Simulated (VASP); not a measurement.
# H20CO9 in VASP: further runs, part 2 of 3

VASP 6.6.1. The steps go on from the part before.

**4. Single point, PBE+D3(BJ)**

This run uses another cell than the first one, of 6.03 Å³/atom, 1.401 times its volume.

The input, INCAR:

```
SYSTEM = H20CO9
PREC = Accurate
ENCUT = 520
EDIFF = 1E-6
ISMEAR = -1
SIGMA = 0.05
LREAL = .FALSE.
LASPH = .TRUE.
NELM = 120
ALGO = Normal
ISIF = 2
LWAVE = .FALSE.
LCHARG = .FALSE.
GGA = PE
IVDW = 12
NBANDS = 60
GGA_COMPAT = .FALSE.
```

The input, KPOINTS:

```
Automatic mesh
0
G
  1 1 1
  0 0 0
```

The input, POSCAR:

```
H20CO9
1.0
    6.6915390000      0.0000000000      0.0000000000
    0.0000000000      5.0445440000      0.0000000000
    0.0000000000      0.0000000000      5.3570220000
O H C
9 20 1
Direct
    0.3047430494      0.9068411337      0.6689350912
    1.0015782617      1.2119826886      0.5792024001
    0.9070857989      0.6575024422      0.7986526843
    0.0858098563      0.6316725555      0.3170604862
    0.1088688267      0.1186033862      0.0716256159
    0.6820553538      0.1399730085      0.9314690139
    0.3024565799      0.5090648431      0.9068097910
    0.4383147136      0.3417553698      0.4705226150
    0.5132750478      0.7508508202      0.2215036638
    0.1892987547      0.7214328986      0.4287083383
    0.1814978587      0.9993569290      0.6385264052
    1.0456787295      1.2155509001      0.3776725203
    0.8269099231      1.1666862258      0.9799101068
    0.8916483936      1.0720096802      0.5483457040
    0.8113828523      0.6651542736      0.9289862913
   -0.0540832236      0.4796270981      0.7436034424
    0.4615530149      0.4762372972      0.3501572329
    0.0967191553     -0.0585979625      0.0073921668
    0.2054684281      0.2510236802     -0.0124882817
    0.4450545682      0.5459760089      0.9340824062
    0.6687250870      0.2857740957      0.8034314587
    0.1637291511      0.5980520737      1.1685783631
    0.2723887584      0.6315932619      0.7765135181
    0.4036888973     -0.1292881973      0.2803236574
    0.2908897340      0.3523014171      0.5077074539
    0.7516955367      1.0023502620      0.3002414401
    0.3953051757      1.0421754672     -0.2634112759
    0.6769593661      0.7557670227      0.5391988310
    0.7981422510      0.6286593991      0.2732488312
    0.7041429483      0.7928169523      0.3454157926
```

Potentials or basis: VASP PAW PBE potentials, release 64 (O, H, C).

On the command line:

```sh
$ cat potpaw_PBE.64/O/POTCAR potpaw_PBE.64/H/POTCAR potpaw_PBE.64/C/POTCAR > POTCAR
$ mpirun -np 1 vasp_gam > vasp.out
```

OUTCAR:

```text
SYSTEM = H20CO9
   PREC = Accurate
   ENCUT = 520
   EDIFF = 1E-6
   ISMEAR = -1
   LREAL = .FALSE.
   LASPH = .TRUE.
   NELM = 120
   ISIF = 2
   GGA = PE
   IVDW = 12
 IVDW          = 12

 ion  position               nearest neighbor table
   1  0.305  0.907  0.669-  11 0.96  27 0.98
   2  0.002  0.212  0.579-  14 1.03  12 1.12
   3  0.907  0.658  0.799-  15 0.95  16 0.98
   4  0.086  0.632  0.317-  22 0.97  10 1.02
   5  0.109  0.119  0.072-  18 0.96  19 1.03
   6  0.682  0.140  0.931-  21 1.01  13 1.01
   7  0.302  0.509  0.907-  23 0.95  20 0.98
   8  0.438  0.342  0.471-  17 0.95  25 1.01
   9  0.513  0.751  0.222-  24 1.00  30 1.45
  10  0.189  0.721  0.429-   4 1.02
  11  0.181  0.999  0.639-   1 0.96
  12  0.046  0.216  0.378-   2 1.12
  13  0.827  0.167  0.980-   6 1.01
  14  0.892  0.072  0.548-   2 1.03
  15  0.811  0.665  0.929-   3 0.95
[... 12 lines left out ...]
  28  0.677  0.756  0.539-  30 1.07
  29  0.798  0.629  0.273-  30 1.11
  30  0.704  0.793  0.345-  28 1.07  29 1.11  26 1.13   9 1.45

  LATTYP: Found a simple orthorhombic cell.
 ALAT       =     5.0445440000
 B/A-ratio  =     1.0619437555
 C/A-ratio  =     1.3264903627

  Lattice vectors:

 A1 = (   0.0000000000,   5.0445440000,   0.0000000000)
 A2 = (   0.0000000000,   0.0000000000,   5.3570220000)
 A3 = (   6.6915390000,   0.0000000000,   0.0000000000)

Analysis of symmetry for initial positions (statically):
=====================================================================
 Subroutine PRICEL returns:
 Original cell was already a primitive cell.

 Routine SETGRP: Setting up the symmetry group for a
 simple orthorhombic supercell.

 Subroutine GETGRP returns: Found  1 space group operations
 (whereof  1 operations were pure point group operations)
 out of a pool of  8 trial point group operations.

The static configuration has the point symmetry C_1 .

Analysis of symmetry for dynamics (positions and initial velocities):
=====================================================================
 Subroutine PRICEL returns:
 Original cell was already a primitive cell.

 Routine SETGRP: Setting up the symmetry group for a
 simple orthorhombic supercell.

 Subroutine GETGRP returns: Found  1 space group operations
 (whereof  1 operations were pure point group operations)
 out of a pool of  8 trial point group operations.

The dynamic configuration has the point symmetry C_1 .

 Subroutine INISYM returns: Found  1 space group operations
 (whereof  1 operations are pure point group operations),
 and found     1 'primitive' translations

----------------------------------------------------------------------------------------

                                     Primitive cell

  volume of cell :     180.8304

  direct lattice vectors                    reciprocal lattice vectors
     6.691539000  0.000000000  0.000000000     0.149442453  0.000000000  0.000000000
     0.000000000  5.044544000  0.000000000     0.000000000  0.198233973  0.000000000
     0.000000000  0.000000000  5.357022000     0.000000000  0.000000000  0.186670878

  length of vectors
     6.691539000  5.044544000  5.357022000     0.149442453  0.198233973  0.186670878

  position of ions in fractional coordinates (direct lattice)
     0.304743049  0.906841134  0.668935091
     0.001578262  0.211982689  0.579202400
     0.907085799  0.657502442  0.798652684
     0.085809856  0.631672556  0.317060486
     0.108868827  0.118603386  0.071625616
     0.682055354  0.139973009  0.931469014
[... 22 lines left out ...]
     0.798142251  0.628659399  0.273248831
     0.704142948  0.792816952  0.345415793

  ion indices of the primitive-cell ions
   primitive index   ion index
                 1           1
                 2           2
                 3           3
                 4           4
                 5           5
                 6           6
[... 22 lines left out ...]
                29          29
                30          30

----------------------------------------------------------------------------------------

 KPOINTS: Automatic mesh

Automatic generation of k-mesh.
 Grid dimensions read from file:
 generate k-points for:    1    1    1

 Generating k-lattice:

  Cartesian coordinates                     Fractional coordinates (reciprocal lattice)
     0.149442453  0.000000000  0.000000000     1.000000000  0.000000000  0.000000000
     0.000000000  0.198233973  0.000000000     0.000000000  1.000000000  0.000000000
     0.000000000  0.000000000  0.186670878     0.000000000  0.000000000  1.000000000

  Length of vectors
     0.149442453  0.198233973  0.186670878

  Shift w.r.t. Gamma in fractional coordinates (k-lattice)
     0.000000000  0.000000000  0.000000000

 Subroutine IBZKPT returns following result:
 ===========================================

 Found      1 irreducible k-points:

 Following reciprocal coordinates:
            Coordinates               Weight
  0.000000  0.000000  0.000000      1.000000
   k-points           NKPTS =      1   k-points in BZ     NKDIM =      1   number of bands    NBANDS=     60
   number of dos      NEDOS =    301   number of ions     NIONS =     30
   total plane-waves  NPLWV =  80000
   dimension x,y,z NGX =    50 NGY =   40 NGZ =   40
   dimension x,y,z NGXF=   100 NGYF=   80 NGZF=   80
   ions per type =               9  20   1
   NGX,Y,Z   is equivalent  to a cutoff of  12.42, 13.18, 12.41 a.u.
   NGXF,Y,Z  is equivalent  to a cutoff of  24.84, 26.36, 24.83 a.u.
 SYSTEM =  H20CO9
   PREC   = accura    normal or accurate (medium, high low for compatibility)
   ISTART =      0    job   : 0-new  1-cont  2-samecut
   ICHARG =      2    charge: 1-file 2-atom 10-const
   ISPIN  =      1    spin polarized calculation?
   LNONCOLLINEAR =      F non collinear calculations
   LSORBIT =      F    spin-orbit coupling
   LASPH  =      T    aspherical Exc in radial PAW
   ENCUT  =  520.0 eV  38.22 Ry    6.18 a.u.  12.44  9.38  9.96*2*pi/ulx,y,z
   NELM   =    120;   NELMIN=  2; NELMDL= -5     # of ELM steps
   EDIFF  = 0.1E-05   stopping-criterion for ELM
   LREAL  =      F    real-space projection
   EDIFFG = 0.1E-04   stopping-criterion for IOM
   NSW    =      0    number of steps for IOM
   IBRION =     -1    ionic relax: 0-MD 1-quasi-New 2-CG
   NFREE  =      0    steps in history (QN), initial steepest desc. (CG)
   ISIF   =      2    stress and relaxation
   ISYM   =      2    0-nonsym 1-usesym 2-fastsym
   POTIM  = 0.5000    time-step for ionic-motion
   TEBEG  =    0.0;   TEEND  =   0.0 temperature during run
   PSTRESS=    0.0 pullay stress
   NELECT =      78.0000    total number of electrons
   NUPDOWN=      -1.0000    fix difference up-down
   EMIN   =  10.00;   EMAX   =-10.00  energy-range for DOS
   EFERMI =   0.00;   METHOD = LEGACY
   ISMEAR =    -1;   SIGMA  =   0.05  broadening in eV -4-tet -1-fermi 0-gaus
   EFERMI_NEDOS =   21; number of points for ismear=-14 and -15
   IALGO  =     38    algorithm
   IMIX   =      4    mixing-type and parameters
     AMIX     =   0.40;   BMIX     =  1.00
     AMIX_MAG =   1.60;   BMIX_MAG =  1.00
  volume/ion in A,a.u.               =       6.03        40.68
  Fermi-wavevector in a.u.,A,eV,Ry     =   1.236942  2.337481 20.817252  1.530025
  Thomas-Fermi vector in A             =   2.371529
   LORBIT       =      0    0 simple, 1 ext, 2 COOP (PROOUT), +10 PAW based schemes
   GGA     = PE    functional components
   LHFCALC =     F    Hartree Fock is set to
   AEXX    =    0.0000 exact exchange contribution
   IVDW    =    12    specifies the selected vdW correction
   LEPSILON=     F    determine dielectric tensor
   LRPA    =     F    only Hartree local field effects (RPA)
 non-spin polarized calculation
  energy-cutoff  :      520.00
  volume of cell :      180.83
 maximum number of plane-waves:      2437
 NGX is ok and might be reduce to    50
   NGX = 25   NGY = 19   NGZ = 19

 number of electron      78.0000012 magnetization

 Free energy of the ion-electron system (eV)
  ---------------------------------------------------
  ext. energy  EPLUGINS =         0.00000000
  ---------------------------------------------------
  free energy    TOTEN  =      -143.21758719 eV

  energy without entropy =     -143.21758719  energy(sigma->0) =     -143.21758719

 E-fermi :   0.5115     XC(G=0):  -9.2081

 val. band max:       -0.7980702982   @ k =   0.0000   0.0000   0.0000
 cond. band min:       4.0242516987   @ k =   0.0000   0.0000   0.0000
 fundamental gap:      4.8223219969
 Fermi energy:         0.5114819106

 k-point     1 :       0.0000    0.0000    0.0000
  band No.  band energies     occupation
      1     -21.3051      2.00000
      2     -20.2125      2.00000
      3     -20.0441      2.00000
      4     -19.9749      2.00000
      5     -19.5449      2.00000
      6     -19.3912      2.00000
[... 43 lines left out ...]
     50       9.8876      0.00000
     51       9.9309      0.00000
 [bands above 51 left out]

------------------------ aborting loop because EDIFF is reached ----------------------------------------

 Edisp (eV)   -1.79484

 E8    (eV) :    -0.3787

  FORCE on cell =-STRESS in cart. coord.  units (eV):
  Direction    XX          YY          ZZ          XY          YZ          ZX
  --------------------------------------------------------------------------------------
  -------------------------------------------------------------------------------------
  Total       4.57152     8.36336     9.57362    -2.09994    -5.68256    -1.07871
  in kB      40.50415    74.10031    84.82336   -18.60567   -50.34814    -9.55747
  external pressure =       66.48 kB  Pullay stress =        0.00 kB

 VOLUME and BASIS-vectors are now :
 -----------------------------------------------------------------------------
  energy-cutoff  :      520.00
  volume of cell :      180.83
      direct lattice vectors                 reciprocal lattice vectors
     6.691539000  0.000000000  0.000000000     0.149442453  0.000000000  0.000000000
     0.000000000  5.044544000  0.000000000     0.000000000  0.198233973  0.000000000
     0.000000000  0.000000000  5.357022000     0.000000000  0.000000000  0.186670878

 POSITION                                       TOTAL-FORCE (eV/Angst)
 -----------------------------------------------------------------------------------
      2.03920      4.57460      3.58350         1.340830     -0.175138     -0.284812
      0.01056      1.06936      3.10280        -1.109430     -2.146881     -4.341758
      6.06980      3.31680      4.27840         1.100587      0.948529     -0.565361
      0.57420      3.18650      1.69850         1.404874      1.228764      1.754232
      0.72850      0.59830      0.38370         0.045686      1.289889      1.252834
      4.56400      0.70610      4.98990         0.972174      1.865461     -0.943994
[... 22 lines left out ...]
      5.34080      3.17130      1.46380        -0.121497      0.916595      0.294354
      4.71180      3.99940      1.85040        -1.448735      0.288262     -1.010873
 -----------------------------------------------------------------------------------
    total drift:                                0.001807     -0.000343     -0.000820

  FREE ENERGIE OF THE ION-ELECTRON SYSTEM (eV)
  ---------------------------------------------------
  free  energy   TOTEN  =      -145.0124244966 eV

  energy  without entropy=     -145.0124244966  energy(sigma->0) =     -145.01242450
```

Run time: 25 s. Hardware: 1 thread of Intel Xeon Platinum 8488C (Sapphire Rapids), shared host; peak memory 0.27 GiB.

Results:

```yaml
Free_energy: -145.0124 eV
Pressure: 6.6 GPa
Largest_force: 4.969 eV/Å
Band_gap_on_the_k_mesh: 4.82 eV
Dispersion_energy_per_atom: -0.060 eV
```

Forces on the atoms (eV/Å):
```
O    1.341 -0.175 -0.285
O   -1.109 -2.147 -4.342
O    1.101  0.949 -0.565
O    1.405  1.229  1.754
O    0.046  1.290  1.253
O    0.972  1.865 -0.944
O    0.629 -2.213  1.790
O   -1.250 -2.087  1.715
O    0.064  0.384 -0.627
H   -1.292 -0.684 -0.963
H   -1.425  1.168 -0.091
H   -0.656  0.367  2.514
H   -0.863 -0.412 -0.168
H    1.198  1.259  1.049
H   -0.754 -0.240  0.905
H   -0.360 -0.366 -0.032
H    0.352  1.490 -1.267
H    0.263 -0.307 -0.437
H   -0.702 -0.896  0.127
H   -0.470 -0.090  0.521
H   -0.176 -1.138  0.640
H    0.470 -0.286 -1.100
H   -0.359  1.288 -0.896
H    1.160  0.055 -0.096
H    1.676 -0.030 -0.488
H   -0.098 -1.198  0.275
H    0.207 -0.480 -0.300
H    0.200  0.202  0.775
H   -0.121  0.917  0.294
C   -1.449  0.288 -1.011
```

Caveat: the k points lie up to 1.25 Å⁻¹ apart.

(Part 2 of 3 ends here.)
